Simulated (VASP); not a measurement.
# Si10H5Cl in VASP: single point with PBE

Aim: the single point of Si10H5Cl with PBE.

Everything below comes from runs of VASP 6.6.1. Logs are shortened: lines on timing, memory, paths and dates and some standing lists are left out, and cuts for length are marked.

## (1) The cell of the first run

The cell holds a slab with vacuum, 32 atoms: a = 7.679 Å, b = 7.679 Å, c = 20.254 Å, α = 90.00°, β = 90.00°, γ = 90.00°.

## (2) Single point, PBE

File INCAR:

```
PREC = Accurate
ENCUT = 520
EDIFF = 1E-7
ISMEAR = -1
SIGMA = 0.02
LREAL = Auto
LASPH = T
NELM = 80
ALGO = Normal
ISIF = 2
LWAVE = F
LCHARG = T
GGA = PE
LELF = T
LVHAR = T
NBANDS = 74
```

File KPOINTS:

```
regular mesh
0
Gamma
  2 2 1
```

File POSCAR:

```
Si10H5Cl
1.0
    7.6791800000      0.0000000000      0.0000000000
    0.0000000000      7.6791800000      0.0000000000
    0.0000000000      0.0000000000     20.2543620000
H Si Cl
10 20 2
Direct
    0.4093920100      0.0000000000      0.0493720800
    0.0906079700      0.0000000000      0.0493720800
    0.9093919800      0.0000000000      0.0493720800
    0.5906079500      0.0000000000      0.0493720800
    0.4093920100      0.4999999800      0.0493720800
    0.0906079700      0.4999999800      0.0493720800
    0.9093919800      0.4999999800      0.0493720800
    0.5906079500      0.4999999800      0.0493720800
    0.2499364067      0.0249526427      0.4249010681
    0.7501430646      0.4748847066      0.4249647407
    0.2499999900      0.0000000000      0.0921036200
    0.7499999700      0.0000000000      0.0921036200
    0.2499999900      0.4999999800      0.0921036200
    0.7499999700      0.4999999800      0.0921036200
    0.2499961250      0.2498994803      0.1562829785
    0.7499803938      0.2501390005      0.1562507927
    0.2500033140      0.7497828789      0.1617388046
    0.7499888786      0.7501519697      0.1617291096
   -0.0000631294      0.2500201971      0.2215270839
    0.5000460148      0.2500496529      0.2215369219
   -0.0000430769      0.7499831983      0.2314567023
    0.5000321794      0.7499828031      0.2314675466
    0.0012196511      0.0115572678      0.2943987191
    0.4987534599      0.0115738577      0.2943986761
   -0.0012829745      0.4884079822      0.2944420670
    0.5012554585      0.4884195617      0.2944669861
    0.2499819492      0.0913631837      0.3553438859
    0.7499860434      0.0931978676      0.3537073318
    0.2499644958      0.4066153068      0.3537095121
    0.7500068552      0.4084684167      0.3554036374
    0.2499566168      0.5055105582      0.4500454121
   -0.2500533192     -0.0059696472      0.4500029161
```

Potentials or basis: VASP PAW PBE potentials, release 64 (H, Si, Cl).

Run with:

```sh
$ cat potpaw_PBE.64/H/POTCAR potpaw_PBE.64/Si/POTCAR potpaw_PBE.64/Cl/POTCAR > POTCAR
$ mpirun -np 1 vasp_std > vasp.out
```

OUTCAR:

```text
PREC = Accurate
   ENCUT = 520
   EDIFF = 1E-7
   ISMEAR = -1
   LREAL = Auto
   LASPH = T
   NELM = 80
   ISIF = 2
   GGA = PE

 ion  position               nearest neighbor table
   1  0.409  0.000  0.049-  11 1.50
   2  0.091  0.000  0.049-  11 1.50
   3  0.909  0.000  0.049-  12 1.50
   4  0.591  0.000  0.049-  12 1.50
   5  0.409  0.500  0.049-  13 1.50
   6  0.091  0.500  0.049-  13 1.50
   7  0.909  0.500  0.049-  14 1.50
   8  0.591  0.500  0.049-  14 1.50
   9  0.250  0.025  0.425-  27 1.50
  10  0.750  0.475  0.425-  30 1.50
  11  0.250  0.000  0.092-   1 1.50   2 1.50  15 2.32  17 2.38
  12  0.750  0.000  0.092-   3 1.50   4 1.50  16 2.32  18 2.38
  13  0.250  0.500  0.092-   5 1.50   6 1.50  15 2.32  17 2.38
  14  0.750  0.500  0.092-   7 1.50   8 1.50  16 2.32  18 2.38
  15  0.250  0.250  0.156-  11 2.32  13 2.32  19 2.33  20 2.33
  16  0.750  0.250  0.156-  14 2.32  12 2.32  20 2.33  19 2.33
[... 12 lines left out ...]
  29  0.250  0.407  0.354-  31 2.09  25 2.36  26 2.36  27 2.42
  30  0.750  0.408  0.355-  10 1.50  25 2.36  26 2.36  28 2.42
  31  0.250  0.506  0.450-  29 2.09
  32  0.750  0.994  0.450-  28 2.09

  LATTYP: Found a simple tetragonal cell.
 ALAT       =     7.6791800000
 C/A-ratio  =     2.6375683341

  Lattice vectors:

 A1 = (   7.6791800000,   0.0000000000,   0.0000000000)
 A2 = (   0.0000000000,   7.6791800000,   0.0000000000)
 A3 = (   0.0000000000,   0.0000000000,  20.2543620000)

Analysis of symmetry for initial positions (statically):
=====================================================================
 Subroutine PRICEL returns:
 Original cell was already a primitive cell.

 Routine SETGRP: Setting up the symmetry group for a
 simple tetragonal supercell.

 Subroutine GETGRP returns: Found  1 space group operations
 (whereof  1 operations were pure point group operations)
 out of a pool of 16 trial point group operations.

The static configuration has the point symmetry C_1 .

Analysis of symmetry for dynamics (positions and initial velocities):
=====================================================================
 Subroutine PRICEL returns:
 Original cell was already a primitive cell.

 Routine SETGRP: Setting up the symmetry group for a
 simple tetragonal supercell.

 Subroutine GETGRP returns: Found  1 space group operations
 (whereof  1 operations were pure point group operations)
 out of a pool of 16 trial point group operations.

The dynamic configuration has the point symmetry C_1 .

 Subroutine INISYM returns: Found  1 space group operations
 (whereof  1 operations are pure point group operations),
 and found     1 'primitive' translations

----------------------------------------------------------------------------------------

                                     Primitive cell

  volume of cell :    1194.3958

  direct lattice vectors                    reciprocal lattice vectors
     7.679180000  0.000000000  0.000000000     0.130222237  0.000000000  0.000000000
     0.000000000  7.679180000  0.000000000     0.000000000  0.130222237  0.000000000
     0.000000000  0.000000000 20.254362000     0.000000000  0.000000000  0.049372081

  length of vectors
     7.679180000  7.679180000 20.254362000     0.130222237  0.130222237  0.049372081

  position of ions in fractional coordinates (direct lattice)
     0.409392010  0.000000000  0.049372080
     0.090607970  0.000000000  0.049372080
     0.909391980  0.000000000  0.049372080
     0.590607950  0.000000000  0.049372080
     0.409392010  0.499999980  0.049372080
     0.090607970  0.499999980  0.049372080
[... 24 lines left out ...]
     0.249956617  0.505510558  0.450045412
     0.749946681  0.994030353  0.450002916

  ion indices of the primitive-cell ions
   primitive index   ion index
                 1           1
                 2           2
                 3           3
                 4           4
                 5           5
                 6           6
[... 24 lines left out ...]
                31          31
                32          32

----------------------------------------------------------------------------------------

 KPOINTS: regular mesh

Automatic generation of k-mesh.
 Grid dimensions read from file:
 generate k-points for:    2    2    1

 Generating k-lattice:

  Cartesian coordinates                     Fractional coordinates (reciprocal lattice)
     0.065111119  0.000000000  0.000000000     0.500000000  0.000000000  0.000000000
     0.000000000  0.065111119  0.000000000     0.000000000  0.500000000  0.000000000
     0.000000000  0.000000000  0.049372081     0.000000000  0.000000000  1.000000000

  Length of vectors
     0.065111119  0.065111119  0.049372081

  Shift w.r.t. Gamma in fractional coordinates (k-lattice)
     0.000000000  0.000000000  0.000000000

 Subroutine IBZKPT returns following result:
 ===========================================

 Found      4 irreducible k-points:

 Following reciprocal coordinates:
            Coordinates               Weight
  0.000000  0.000000  0.000000      1.000000
  0.500000  0.000000  0.000000      1.000000
  0.000000  0.500000  0.000000      1.000000
  0.500000  0.500000  0.000000      1.000000
   k-points           NKPTS =      4   k-points in BZ     NKDIM =      4   number of bands    NBANDS=     74
   number of dos      NEDOS =    301   number of ions     NIONS =     32
   total plane-waves  NPLWV = 576000
   dimension x,y,z NGX =    60 NGY =   60 NGZ =  160
   dimension x,y,z NGXF=   120 NGYF=  120 NGZF=  320
   ions per type =              10  20   2
   NGX,Y,Z   is equivalent  to a cutoff of  12.99, 12.99, 13.13 a.u.
   NGXF,Y,Z  is equivalent  to a cutoff of  25.98, 25.98, 26.27 a.u.
 SYSTEM =  unknown system
   PREC   = accura    normal or accurate (medium, high low for compatibility)
   ISTART =      0    job   : 0-new  1-cont  2-samecut
   ICHARG =      2    charge: 1-file 2-atom 10-const
   ISPIN  =      1    spin polarized calculation?
   LNONCOLLINEAR =      F non collinear calculations
   LSORBIT =      F    spin-orbit coupling
   LASPH  =      T    aspherical Exc in radial PAW
   ENCUT  =  520.0 eV  38.22 Ry    6.18 a.u.  14.28 14.28 37.66*2*pi/ulx,y,z
   NELM   =     80;   NELMIN=  2; NELMDL= -5     # of ELM steps
   EDIFF  = 0.1E-06   stopping-criterion for ELM
   LREAL  =      T    real-space projection
   EDIFFG = 0.1E-05   stopping-criterion for IOM
   NSW    =      0    number of steps for IOM
   IBRION =     -1    ionic relax: 0-MD 1-quasi-New 2-CG
   NFREE  =      0    steps in history (QN), initial steepest desc. (CG)
   ISIF   =      2    stress and relaxation
   ISYM   =      2    0-nonsym 1-usesym 2-fastsym
   POTIM  = 0.5000    time-step for ionic-motion
   TEBEG  =    0.0;   TEEND  =   0.0 temperature during run
   PSTRESS=    0.0 pullay stress
   NELECT =     104.0000    total number of electrons
   NUPDOWN=      -1.0000    fix difference up-down
   EMIN   =  10.00;   EMAX   =-10.00  energy-range for DOS
   EFERMI =   0.00;   METHOD = LEGACY
   ISMEAR =    -1;   SIGMA  =   0.02  broadening in eV -4-tet -1-fermi 0-gaus
   EFERMI_NEDOS =   21; number of points for ismear=-14 and -15
   IALGO  =     38    algorithm
   IMIX   =      4    mixing-type and parameters
     AMIX     =   0.40;   BMIX     =  1.00
     AMIX_MAG =   1.60;   BMIX_MAG =  1.00
  volume/ion in A,a.u.               =      37.32       251.88
  Fermi-wavevector in a.u.,A,eV,Ry     =   0.725610  1.371204  7.163599  0.526510
  Thomas-Fermi vector in A             =   1.816375
   LORBIT       =      0    0 simple, 1 ext, 2 COOP (PROOUT), +10 PAW based schemes
   GGA     = PE    functional components
[... 5 lines left out ...]
 non-spin polarized calculation
  energy-cutoff  :      520.00
  volume of cell :     1194.40
 maximum number of plane-waves:     32216
 NGX is ok and might be reduce to    60
   NGX = 29   NGY = 29   NGZ = 75

 number of electron     104.0000010 magnetization

 Free energy of the ion-electron system (eV)
  ---------------------------------------------------
  ext. energy  EPLUGINS =         0.00000000
  ---------------------------------------------------
  free energy    TOTEN  =      -145.57130695 eV

  energy without entropy =     -145.57130695  energy(sigma->0) =     -145.57130695

 E-fermi :  -0.7976     XC(G=0):  -4.4895

 val. band max:       -1.2912065012   @ k =   0.0000   0.5000   0.0000
 cond. band min:       0.0429559220   @ k =   0.0000   0.0000   0.0000
 fundamental gap:      1.3341624231
 Fermi energy:        -0.7975644819

 k-point     1 :       0.0000    0.0000    0.0000
  band No.  band energies     occupation
      1     -16.6905      2.00000
      2     -16.6796      2.00000
      3     -12.4143      2.00000
      4     -11.3366      2.00000
      5     -10.5975      2.00000
      6     -10.5460      2.00000
[... 56 lines left out ...]
     63       1.6067      0.00000
     64       2.0130      0.00000

 k-point     2 :       0.5000    0.0000    0.0000
  band No.  band energies     occupation
      1     -16.6850      2.00000
      2     -16.6847      2.00000
      3     -11.8925      2.00000
      4     -11.8916      2.00000
      5     -10.8877      2.00000
      6     -10.8869      2.00000
[... 56 lines left out ...]
     63       2.0197      0.00000
     64       2.0203      0.00000

 k-point     3 :       0.0000    0.5000    0.0000
  band No.  band energies     occupation
      1     -16.6877      2.00000
      2     -16.6821      2.00000
      3     -12.1080      2.00000
      4     -11.6328      2.00000
      5     -11.0574      2.00000
      6     -10.4616      2.00000
[... 56 lines left out ...]
     63       2.0386      0.00000
     64       2.0542      0.00000

 k-point     4 :       0.5000    0.5000    0.0000
  band No.  band energies     occupation
      1     -16.6848      2.00000
      2     -16.6845      2.00000
      3     -11.5765      2.00000
      4     -11.5759      2.00000
      5     -11.1236      2.00000
      6     -11.1226      2.00000
[... 56 lines left out ...]
     63       2.5247      0.00000
     64       2.5254      0.00000
 [bands above 64 left out]

------------------------ aborting loop because EDIFF is reached ----------------------------------------

  FORCE on cell =-STRESS in cart. coord.  units (eV):
  Direction    XX          YY          ZZ          XY          YZ          ZX
  --------------------------------------------------------------------------------------
  -------------------------------------------------------------------------------------
  Total       16.5407927      1.1871033     -0.4385798     -0.0019843      0.0099342      0.0006603
  in kB       22.1880246      1.5923951     -0.5883164     -0.0026618      0.0133259      0.0008857
  external PRESSURE =       7.7307011 kB  Pullay stress =       0.0000000 kB

 VOLUME and BASIS-vectors are now :
 -----------------------------------------------------------------------------
  energy-cutoff  :      520.00
  volume of cell :     1194.40
      direct lattice vectors                 reciprocal lattice vectors
     7.679180000  0.000000000  0.000000000     0.130222237  0.000000000  0.000000000
     0.000000000  7.679180000  0.000000000     0.000000000  0.130222237  0.000000000
     0.000000000  0.000000000 20.254362000     0.000000000  0.000000000  0.049372081

 POSITION                                       TOTAL-FORCE (eV/Angst)
 -----------------------------------------------------------------------------------
      3.14379      0.00000      1.00000        -0.627923     -0.082633      0.003472
      0.69579      0.00000      1.00000         0.627892     -0.082613      0.003556
      6.98338      0.00000      1.00000        -0.629374     -0.079994      0.000482
      4.53538      0.00000      1.00000         0.629431     -0.080134      0.000223
      3.14379      3.83959      1.00000        -0.629443      0.079958      0.000369
      0.69579      3.83959      1.00000         0.629462      0.080058      0.000330
[... 24 lines left out ...]
      1.91946      3.88191      9.11538        -0.000197     -0.013638     -0.034349
      5.75898      7.63334      9.11452         0.000261      0.014167     -0.034555
 -----------------------------------------------------------------------------------
    total drift:                                0.000396     -0.000588     -0.023952

  FREE ENERGIE OF THE ION-ELECTRON SYSTEM (eV)
  ---------------------------------------------------
  free  energy   TOTEN  =      -145.5713069548 eV

  energy  without entropy=     -145.5713069547  energy(sigma->0) =     -145.57130695
```

It took 22 min on 1 thread of Intel Xeon Platinum 8259CL at 2.50GHz (Skylake/Cascade Lake), shared host; peak memory 1.2 GiB.

Results:

- Free energy: -145.5713 eV
- Largest force: 0.635 eV/Å
- Band gap on the k mesh: 1.33 eV, indirect (least direct gap 1.56 eV)

Forces in eV/Å, atoms in the order of the input:
```
H   -0.628 -0.083  0.003
H    0.628 -0.083  0.004
H   -0.629 -0.080  0.000
H    0.629 -0.080  0.000
H   -0.629  0.080  0.000
H    0.629  0.080  0.000
H   -0.628  0.083  0.003
H    0.628  0.083  0.003
H    0.000  0.002 -0.004
H   -0.001 -0.003 -0.005
Si   0.000 -0.251  0.000
Si  -0.001 -0.231 -0.005
Si   0.000  0.229 -0.005
Si   0.000  0.253 -0.007
Si   0.000  0.006  0.002
Si   0.001 -0.010  0.004
Si   0.000  0.005 -0.001
Si   0.000  0.000 -0.002
Si   0.004  0.000 -0.001
Si  -0.004  0.000 -0.002
Si   0.003 -0.002  0.006
Si  -0.003 -0.002  0.005
Si   0.000  0.003  0.000
Si   0.000  0.003  0.000
Si  -0.001 -0.003 -0.004
Si   0.001 -0.002 -0.004
Si   0.000 -0.001  0.004
Si   0.000 -0.019  0.034
Si   0.000  0.021  0.034
Si   0.001  0.003  0.005
Cl   0.000 -0.014 -0.034
Cl   0.000  0.014 -0.035
```

Levels at points of the mesh, in eV from the valence-band top:
```csv
k point,band 50,band 51,band 52,band 53,band 54,band 55
"(0.00, 0.00, 0.00)",-0.46,-0.35,-0.23,1.33,1.64,1.73
"(0.50, 0.00, 0.00)",-0.72,-0.37,-0.36,2.19,2.19,2.51
"(0.00, 0.50, 0.00)",-0.94,-0.29,0.00,1.57,1.88,2.31
"(0.50, 0.50, 0.00)",-1.11,-0.79,-0.79,2.31,2.31,2.44
```
